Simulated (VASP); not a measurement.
# Ag (P6_3/mmc) in VASP: a series of runs

Ag is run at these levels: PBEsol; tasks: single point.

Program: VASP 6.6.1. These are calculated values, not measurements. Logs are shortened: lines on timing, memory, paths and dates and some standing lists are left out, and cuts for length are marked.

### Step 1. The cell of the first run

The structure is hexagonal, space group P6_3/mmc (No. 194). The conventional cell has a = 2.930 Å, b = 2.930 Å, c = 4.610 Å, α = 90.00°, β = 90.00°, γ = 120.00°. Within 3.8 Å of Ag (site symmetry -6m2) lie 12 Ag at 2.86 to 2.93 Å.

### Step 2. Single point, PBEsol (strain -0.0375 x Voigt [0, 0, 1, 0, 0, 0])

File INCAR:

```
SYSTEM = Ag
  ALGO = Fast
  EDIFF = 1E-7
  ENCUT = 520
  GGA = PS
  ISIF = 2
  ISMEAR = 0
  LASPH = .TRUE.
  LCHARG = .FALSE.
  LREAL = .FALSE.
  LWAVE = .FALSE.
  NBANDS = 18
  NELM = 60
  PREC = Accurate
  SIGMA = 0.15
```

File KPOINTS:

```
k-points
0
G
  18 18 10
  0 0 0
```

File POSCAR:

```
Ag
1.0
    2.9299980804      0.0000000000      0.0000000000
   -1.4649990402      2.5374527707      0.0000000000
    0.0000000000      0.0000000000      4.6103750000
Ag
2
Direct
    0.3333333333      0.6666666667      0.2500000000
    0.6666666667      0.3333333333      0.7500000000
```

Potentials or basis: VASP PAW PBE potentials, release 64 (Ag).

The run is started by

```console
cat potpaw_PBE.64/Ag/POTCAR > POTCAR
mpirun -np 1 vasp_std > vasp.out
```

OUTCAR:

```text
SYSTEM = Ag
   EDIFF = 1E-7
   ENCUT = 520
   GGA = PS
   ISIF = 2
   ISMEAR = 0
   LASPH = .TRUE.
   LREAL = .FALSE.
   NELM = 60
   PREC = Accurate

 ion  position               nearest neighbor table
   1  0.333  0.667  0.250-   2 2.86   2 2.86   2 2.86   2 2.86   2 2.86   2 2.86
   2  0.667  0.333  0.750-   1 2.86   1 2.86   1 2.86   1 2.86   1 2.86   1 2.86

  LATTYP: Found a hexagonal cell.
 ALAT       =     2.9299980804
 C/A-ratio  =     1.5735078568

  Lattice vectors:

 A1 = (   2.9299980804,   0.0000000000,   0.0000000000)
 A2 = (  -1.4649990402,   2.5374527707,   0.0000000000)
 A3 = (   0.0000000000,   0.0000000000,   4.6103750000)

Analysis of symmetry for initial positions (statically):
=====================================================================
 Subroutine PRICEL returns:
 Original cell was already a primitive cell.

 Routine SETGRP: Setting up the symmetry group for a
 hexagonal supercell.

 Subroutine GETGRP returns: Found 24 space group operations
 (whereof 12 operations were pure point group operations)
 out of a pool of 24 trial point group operations.

The static configuration has the point symmetry D_3d.
 The point group associated with its full space group is D_6h.

Analysis of symmetry for dynamics (positions and initial velocities):
=====================================================================
 Subroutine PRICEL returns:
 Original cell was already a primitive cell.

 Routine SETGRP: Setting up the symmetry group for a
 hexagonal supercell.

 Subroutine GETGRP returns: Found 24 space group operations
 (whereof 12 operations were pure point group operations)
 out of a pool of 24 trial point group operations.

The dynamic configuration has the point symmetry D_3d.
 The point group associated with its full space group is D_6h.

 Subroutine INISYM returns: Found 24 space group operations
 (whereof 12 operations are pure point group operations),
 and found     1 'primitive' translations

----------------------------------------------------------------------------------------

                                     Primitive cell

  volume of cell :      34.2769

  direct lattice vectors                    reciprocal lattice vectors
     2.929998080  0.000000000  0.000000000     0.341297152  0.197048003  0.000000000
    -1.464999040  2.537452771  0.000000000     0.000000000  0.394096005  0.000000000
     0.000000000  0.000000000  4.610375000     0.000000000  0.000000000  0.216902096

  length of vectors
     2.929998080  2.929998080  4.610375000     0.394096005  0.394096005  0.216902096

  position of ions in fractional coordinates (direct lattice)
     0.333333333  0.666666667  0.250000000
     0.666666667  0.333333333  0.750000000

  ion indices of the primitive-cell ions
   primitive index   ion index
                 1           1
                 2           2

----------------------------------------------------------------------------------------

 KPOINTS: k-points

Automatic generation of k-mesh.
 Grid dimensions read from file:
 generate k-points for:   18   18   10

 Generating k-lattice:

  Cartesian coordinates                     Fractional coordinates (reciprocal lattice)
     0.018960953  0.010947111  0.000000000     0.055555556  0.000000000  0.000000000
     0.000000000  0.021894223  0.000000000     0.000000000  0.055555556  0.000000000
     0.000000000  0.000000000  0.021690210     0.000000000  0.000000000  0.100000000

  Length of vectors
     0.021894223  0.021894223  0.021690210

  Shift w.r.t. Gamma in fractional coordinates (k-lattice)
     0.000000000  0.000000000  0.000000000

 Subroutine IBZKPT returns following result:
 ===========================================

 Found    222 irreducible k-points:

 Following reciprocal coordinates:
            Coordinates               Weight
  0.000000  0.000000  0.000000      1.000000
  0.055556  0.000000  0.000000      6.000000
  0.111111  0.000000  0.000000      6.000000
  0.166667 -0.000000  0.000000      6.000000
  0.222222  0.000000  0.000000      6.000000
  0.277778  0.000000  0.000000      6.000000
[... 16 lines left out ...]
  0.333333  0.111111  0.000000     12.000000
  0.388889  0.111111  0.000000     12.000000
 [... further k-points ...]
   k-points           NKPTS =    222   k-points in BZ     NKDIM =    222   number of bands    NBANDS=     18
   number of dos      NEDOS =    301   number of ions     NIONS =      2
   total plane-waves  NPLWV =  20736
   dimension x,y,z NGX =    24 NGY =   24 NGZ =   36
   dimension x,y,z NGXF=    48 NGYF=   48 NGZF=   72
   ions per type =               2
   NGX,Y,Z   is equivalent  to a cutoff of  13.62, 13.62, 12.98 a.u.
   NGXF,Y,Z  is equivalent  to a cutoff of  27.23, 27.23, 25.96 a.u.
 SYSTEM =  Ag
   PREC   = accura    normal or accurate (medium, high low for compatibility)
   ISTART =      0    job   : 0-new  1-cont  2-samecut
   ICHARG =      2    charge: 1-file 2-atom 10-const
   ISPIN  =      1    spin polarized calculation?
   LNONCOLLINEAR =      F non collinear calculations
   LSORBIT =      F    spin-orbit coupling
   LASPH  =      T    aspherical Exc in radial PAW
   ENCUT  =  520.0 eV  38.22 Ry    6.18 a.u.   5.45  5.45  8.57*2*pi/ulx,y,z
   NELM   =     60;   NELMIN=  2; NELMDL= -5     # of ELM steps
   EDIFF  = 0.1E-06   stopping-criterion for ELM
   LREAL  =      F    real-space projection
   EDIFFG = 0.1E-05   stopping-criterion for IOM
   NSW    =      0    number of steps for IOM
   IBRION =     -1    ionic relax: 0-MD 1-quasi-New 2-CG
   NFREE  =      0    steps in history (QN), initial steepest desc. (CG)
   ISIF   =      2    stress and relaxation
   ISYM   =      2    0-nonsym 1-usesym 2-fastsym
   POTIM  = 0.5000    time-step for ionic-motion
   TEBEG  =    0.0;   TEEND  =   0.0 temperature during run
   PSTRESS=    0.0 pullay stress
   NELECT =      22.0000    total number of electrons
   NUPDOWN=      -1.0000    fix difference up-down
   EMIN   =  10.00;   EMAX   =-10.00  energy-range for DOS
   EFERMI =   0.00;   METHOD = LEGACY
   ISMEAR =     0;   SIGMA  =   0.15  broadening in eV -4-tet -1-fermi 0-gaus
   EFERMI_NEDOS =   21; number of points for ismear=-14 and -15
   IALGO  =     68    algorithm
   IMIX   =      4    mixing-type and parameters
     AMIX     =   0.40;   BMIX     =  1.00
     AMIX_MAG =   1.60;   BMIX_MAG =  1.00
  volume/ion in A,a.u.               =      17.14       115.66
  Fermi-wavevector in a.u.,A,eV,Ry     =   1.412153  2.668583 27.132428  1.994177
  Thomas-Fermi vector in A             =   2.533931
   LORBIT       =      0    0 simple, 1 ext, 2 COOP (PROOUT), +10 PAW based schemes
   GGA     = PS    functional components
   LHFCALC =     F    Hartree Fock is set to
   AEXX    =    0.0000 exact exchange contribution
   IVDW    =     0    specifies the selected vdW correction
   LEPSILON=     F    determine dielectric tensor
   LRPA    =     F    only Hartree local field effects (RPA)
 non-spin polarized calculation
 RMM-DIIS sequential band-by-band and
 Gauss-broadening in eV      SIGMA  =   0.15
  energy-cutoff  :      520.00
  volume of cell :       34.28
 maximum number of plane-waves:       954
 NGX is ok and might be reduce to    24
   NGX = 11   NGY = 11   NGZ = 17

 number of electron      22.0000002 magnetization

 Free energy of the ion-electron system (eV)
  ---------------------------------------------------
  ext. energy  EPLUGINS =         0.00000000
  ---------------------------------------------------
  free energy    TOTEN  =        -6.58893926 eV

  energy without entropy =       -6.58257052  energy(sigma->0) =       -6.58575489

 E-fermi :   8.1344     XC(G=0): -12.3791

 val. band max:        8.1271059275   @ k =   0.5000  -0.0000   0.1000
 cond. band min:       8.1381298979   @ k =   0.3889   0.0556   0.5000
 fundamental gap:      0.0110239704
 Fermi energy:         8.1343553332

 k-point     1 :       0.0000    0.0000    0.0000
  band No.  band energies     occupation
      1       0.3671      2.00000
      2       1.8232      2.00000
      3       3.5033      2.00000
      4       3.5033      2.00000
      5       3.5635      2.00000
      6       3.7760      2.00000
[... 10 lines left out ...]
     17      25.8712      0.00000
     18      26.3309      0.00000

 k-point     2 :       0.0556    0.0000    0.0000
  band No.  band energies     occupation
      1       0.4500      2.00000
      2       1.8693      2.00000
      3       3.4002      2.00000
      4       3.5468      2.00000
      5       3.6618      2.00000
      6       3.7613      2.00000
[... 10 lines left out ...]
     17      26.3644      0.00000
     18      26.3812      0.00000

 k-point     3 :       0.1111    0.0000    0.0000
  band No.  band energies     occupation
      1       0.6919      2.00000
      2       1.9947      2.00000
      3       3.2654      2.00000
      4       3.6741      2.00000
      5       3.7061      2.00000
      6       3.7943      2.00000
[... 10 lines left out ...]
     17      26.4688      0.00000
     18      26.8300      0.00000

 k-point     4 :       0.1667   -0.0000    0.0000
  band No.  band energies     occupation
      1       1.0685      2.00000
      2       2.1543      2.00000
      3       3.1489      2.00000
      4       3.5529      2.00000
      5       3.6599      2.00000
      6       3.7511      2.00000
[... 375 lines left out ...]
      4       3.3520      2.00000
      5       3.3548      2.00000
      6       3.8219      2.00000
[... 10 lines left out ...]
     17      21.7778      0.00000
     18      23.9266      0.00000

 k-point    23 :       0.3333    0.1111    0.0000
  band No.  band energies     occupation
      1       2.1567      2.00000
      2       2.3747      2.00000
      3       2.3908      2.00000
      4       3.3022      2.00000
      5       3.6875      2.00000
      6       3.8462      2.00000
[... 10 lines left out ...]
     17      20.4136      0.00000
     18      23.4645      0.00000

 k-point    24 :       0.3889    0.1111    0.0000
  band No.  band energies     occupation
      1       2.0812      2.00000
      2       2.2711      2.00000
      3       2.3741      2.00000
      4       3.2745      2.00000
      5       3.7864      2.00000
      6       3.9190      2.00000
[... 10 lines left out ...]
     17      19.3313      0.00000
     18      23.1869      0.00000

 [... further k-points ...]
[... 5 lines left out ...]
  --------------------------------------------------------------------------------------
  -------------------------------------------------------------------------------------
  Total       -0.8730034     -0.8730034     -0.0829989      0.0000000      0.0000000      0.0000000
  in kB      -40.8060877    -40.8060877     -3.8795522      0.0000000      0.0000000      0.0000000
  external PRESSURE =     -28.4972426 kB  Pullay stress =       0.0000000 kB

 VOLUME and BASIS-vectors are now :
 -----------------------------------------------------------------------------
  energy-cutoff  :      520.00
  volume of cell :       34.28
      direct lattice vectors                 reciprocal lattice vectors
     2.929998080  0.000000000  0.000000000     0.341297152  0.197048003  0.000000000
    -1.464999040  2.537452771  0.000000000     0.000000000  0.394096005  0.000000000
     0.000000000  0.000000000  4.610375000     0.000000000  0.000000000  0.216902096

 POSITION                                       TOTAL-FORCE (eV/Angst)
 -----------------------------------------------------------------------------------
     -0.00000      1.69164      1.15259        -0.000000      0.000000      0.000000
      1.46500      0.84582      3.45778         0.000000     -0.000000      0.000000
 -----------------------------------------------------------------------------------
    total drift:                                0.000000     -0.000000      0.000000

  FREE ENERGIE OF THE ION-ELECTRON SYSTEM (eV)
  ---------------------------------------------------
  free  energy   TOTEN  =        -6.5889392635 eV

  energy  without entropy=       -6.5825705184  energy(sigma->0) =       -6.58575489
```

Run time: 66 s. Hardware: 1 thread of AMD EPYC 9R45 (Zen 5), shared host; peak memory 0.2 GiB.

What came out:

```
Free energy            : -6.5889 eV
Pressure               : -2.8 GPa
Band gap on the k mesh : zero (band 11 reaches 12.03 eV, above the bottom of band 12 at 4.80 eV)
```

Levels at points of the mesh, in eV from the Fermi level:
```tsv
k point	band 7	band 8	band 9	band 10	band 11	band 12	band 13	band 14	band 15	band 16
(0.00, 0.00, 0.00)	-4.36	-4.18	-4.18	-3.02	-3.02	-0.13	4.08	15.35	17.59	17.59
(0.50, 0.00, 0.00)	-3.82	-3.00	-2.82	-2.77	-0.01	1.38	7.08	7.29	9.59	10.16
(0.00, 0.00, 0.50)	-4.42	-4.42	-3.34	-3.34	-3.34	-3.34	11.91	11.91	15.72	15.72
(0.50, 0.00, 0.50)	-3.09	-3.09	-2.88	-2.88	0.70	0.70	4.48	4.48	13.29	13.29
```

Caveat: the cell differs from its parent crystal (strain -0.0375 x Voigt [0, 0, 1, 0, 0, 0]); the PAW data sets were made with another functional, which shifts forces and pressure a little.

### Step 3. Single point, PBEsol (strain +0.0375 x Voigt [0, 0, 1, 0, 0, 0])

File INCAR:

```
ALGO = Fast
EDIFF = 1E-6
ENCUT = 520
GGA = PS
ISIF = 2
ISMEAR = 0
LASPH = True
LCHARG = False
LREAL = False
LWAVE = False
NBANDS = 18
NELM = 80
PREC = Accurate
SIGMA = 0.15
```

File KPOINTS:

```
k-points
0
Gamma
  18 18 10
```

POSCAR, as its differences from that of step 2:

```diff
@@ -4,3 +4,3 @@
    -1.4649990402      2.5374527707      0.0000000000
-    0.0000000000      0.0000000000      4.6103750000
+    0.0000000000      0.0000000000      4.9696250000
 Ag
```

Potentials or basis: VASP PAW PBE potentials, release 64 (Ag).

The run is started by

```console
cat potpaw_PBE.64/Ag/POTCAR > POTCAR
mpirun -np 1 vasp_std > vasp.out
```

It took 55 s on 1 thread of AMD EPYC 9R45 (Zen 5), shared host; peak memory 0.22 GiB.

It converged, with:

- Free energy: -6.4901 eV
- Pressure: -8.8 GPa
- Band gap on the k mesh: zero (band 11 reaches 11.19 eV, above the bottom of band 12 at 3.89 eV)

Stress tensor (GPa, compression positive):
```
 -8.03   0.00   0.00
  0.00  -8.03   0.00
  0.00   0.00 -10.26
```

Levels at points of the mesh, in eV from the Fermi level:
```csv
k point,band 8,band 9,band 10,band 11,band 12,band 13,band 14,band 15
"(0.00, 0.00, 0.00)",-3.76,-3.76,-2.99,-2.99,-0.46,2.70,15.69,16.45
"(0.50, 0.00, 0.00)",-2.88,-2.79,-2.69,0.24,1.53,6.29,6.66,8.46
"(0.00, 0.00, 0.50)",-4.29,-3.25,-3.25,-3.25,-3.25,9.76,9.76,16.02
"(0.50, 0.00, 0.50)",-3.03,-2.73,-2.73,0.88,0.88,4.24,4.24,13.09
```

Caveat: the cell differs from its parent crystal (strain +0.0375 x Voigt [0, 0, 1, 0, 0, 0]); the PAW data sets were made with another functional, which shifts forces and pressure a little.

### Step 4. Single point, PBEsol (strain +0.0750 x Voigt [0, 0, 1, 0, 0, 0])

File INCAR:

```
PREC     = Accurate       # precision mode
ENCUT    = 520            # plane-wave cutoff, eV
EDIFF    = 1E-6           # SCF threshold, eV
ISMEAR   = 0              # smearing method
SIGMA    = 0.15           # smearing width, eV
LREAL    = F              # projectors in reciprocal space
LASPH    = T              # aspherical terms in the spheres
NELM     = 60             # most SCF steps
ALGO     = Fast           # electronic algorithm
ISIF     = 2              # what is computed and relaxed
LWAVE    = F              # write WAVECAR
LCHARG   = T              # write CHGCAR
GGA      = PS             # functional
LELF     = T              # ELF
LVHAR    = T            
NBANDS   = 18             # bands
```

File KPOINTS:

```
Automatic mesh
0
Gamma
  18 18 10
```

POSCAR, as its differences from that of step 3:

```diff
@@ -4,3 +4,3 @@
    -1.4649990402      2.5374527707      0.0000000000
-    0.0000000000      0.0000000000      4.9696250000
+    0.0000000000      0.0000000000      5.1492500000
 Ag
```

The run is started by

```console
cat potpaw_PBE.64/Ag/POTCAR > POTCAR
mpirun -np 1 vasp_std > vasp.out
```

It took 63 s on 1 thread of AMD EPYC 9R45 (Zen 5), shared host; peak memory 0.22 GiB.

Results (log left out):

| Property | Result |
| --- | --- |
| Free energy | -6.3922 eV |
| Pressure | -10.5 GPa |
| Band gap on the k mesh | zero (band 11 reaches 10.84 eV, above the bottom of band 12 at 3.50 eV) |

Stress tensor (GPa, compression positive):
```
 -9.19   0.00   0.00
  0.00  -9.19   0.00
  0.00   0.00 -13.07
```

Levels at points of the mesh, in eV from the Fermi level:
```
           k point  band 7  band 8  band 9  band 10  band 11  band 12  band 13  band 14  band 15  band 16
(0.00, 0.00, 0.00)   -4.18   -3.61   -3.61    -2.99    -2.99    -0.58     2.11    15.44    15.83    17.55
(0.50, 0.00, 0.00)   -3.43   -2.93   -2.72    -2.65     0.34     1.58     5.95     6.41     7.98     9.34
(0.00, 0.00, 0.50)   -4.23   -4.23   -3.22    -3.22    -3.22    -3.22     8.82     8.82    16.15    16.15
(0.50, 0.00, 0.50)   -3.03   -3.03   -2.68    -2.68     0.95     0.95     4.14     4.14    12.39    12.39
```

Caveat: the cell differs from its parent crystal (strain +0.0750 x Voigt [0, 0, 1, 0, 0, 0]); the PAW data sets were made with another functional, which shifts forces and pressure a little.

(Continued in part 2 of 2.)
